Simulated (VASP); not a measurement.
Input of a VASP 6.6.1 run:

INCAR

```
SYSTEM = HfB2
PREC     = Accurate       ! precision mode
ENCUT    = 520            ! plane-wave cutoff, eV
EDIFF    = 1E-7           ! SCF threshold, eV
ISMEAR   = -1             ! smearing method
SIGMA    = 0.05           ! smearing width, eV
LREAL    = .FALSE.        ! projectors in reciprocal space
LASPH    = .TRUE.         ! aspherical terms in the spheres
NELM     = 100            ! most SCF steps
ALGO     = Normal         ! electronic algorithm
ISIF     = 2              ! what is computed and relaxed
LWAVE    = .FALSE.        ! write WAVECAR
LCHARG   = .TRUE.         ! write CHGCAR
GGA      = PS             ! functional
LELF     = .TRUE.         ! ELF
LVHAR    = .TRUE.       
NBANDS   = 15             ! bands
```

Contents of KPOINTS:

```
regular mesh
0
G
  13 13 11
  0 0 0
```

POSCAR

```
HfB2
1.0
    3.1400001005      0.0000000000      0.0000000000
   -1.5700000503      2.7193198549      0.0000000000
    0.0000000000      0.0000000000      3.5496000000
Hf B
1 2
Direct
    0.0000000000      0.0000000000      0.0000000000
    0.3333333333      0.6666666667      0.5000000000
    0.6666666667      0.3333333333      0.5000000000
```

Potentials or basis: VASP PAW PBE potentials, release 64 (Hf_pv, B).

Command:

```bash
$ cat potpaw_PBE.64/Hf_pv/POTCAR potpaw_PBE.64/B/POTCAR > POTCAR
$ mpirun -np 1 vasp_std > vasp.out
```

Q: Predict the pressure.

A: -8.8 GPa.

Q: Estimate the band gap on the k mesh.

A: Zero (band 8 reaches 8.18 eV, above the bottom of band 9 at 7.00 eV).

Stress tensor (GPa, compression positive):
```
 -6.31   0.00   0.00
  0.00  -6.31   0.00
  0.00   0.00 -13.69
```

Caveat: the cell differs from its parent crystal (zz strain of +2 %); the PAW data sets were made with another functional, which shifts forces and pressure a little; spin-orbit coupling is left out, which moves the levels of the heavy elements.
